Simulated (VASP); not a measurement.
The system is Ga4Sb3As.

```
Ga Sb As
1.0
     5.73225    0.00000    0.00000
     0.00000    5.73225    0.00000
     0.00000    0.00000    5.73225
Ga Sb As
4 3 1
Direct
  0.25000 0.75000 0.25000
  0.25000 0.25000 0.75000
  0.75000 0.75000 0.75000
  0.75000 0.25000 0.25000
  0.50000 0.00000 0.00000
  0.00000 0.00000 0.50000
  0.00000 0.50000 0.00000
  0.50000 0.50000 0.50000
```

- Program: VASP 6.6.1
- Task: relaxation of cell and atoms
- Functional: PBE
- Potentials or basis: VASP PAW PBE potentials, release 64 (Ga_d, Sb, As)
- Cutoff: 600 eV
- k mesh: 4 × 4 × 4
- Occupations: gaussian, width 0.1 eV
- Spin: no spin polarisation

At the start: pressure 14.7 GPa; volume 23.54 Å³/atom.

Problem. How do energy, volume and symmetry change on relaxing?

Solution. Over 6 steps the energy falls by 212.6 meV/atom and the volume is 28.47 Å³/atom (+20.9 %); space group P-43m (No. 215, to 0.1 Å) before and after.

Step by step:
```
step  energy change (eV)  largest force (eV/Å)  pressure (GPa)  volume (Å³)
   1              0.0000                1.3281           14.66       188.35
   2             -1.3449                0.1366           -3.93       253.40
   3             -1.6604                0.4201           -0.16       229.14
   4             -1.6604                0.4075           -0.34       230.01
   5             -1.6870                0.2433           -0.23       229.10
   6             -1.7008                0.0254            0.00       227.73
```

Final structure:
```
Ga Sb As
1.0
     6.10673    0.00000    0.00000
     0.00000    6.10673    0.00000
     0.00000    0.00000    6.10673
Ga Sb As
4 3 1
Direct
  0.25903 0.74097 0.25903
  0.25903 0.25903 0.74097
  0.74097 0.74097 0.74097
  0.74097 0.25903 0.25903
  0.50000 0.00000 0.00000
  0.00000 0.00000 0.50000
  0.00000 0.50000 0.00000
  0.50000 0.50000 0.50000
```

Caveat: the volume moved by over 15 % at a fixed basis, so the end points are rough.
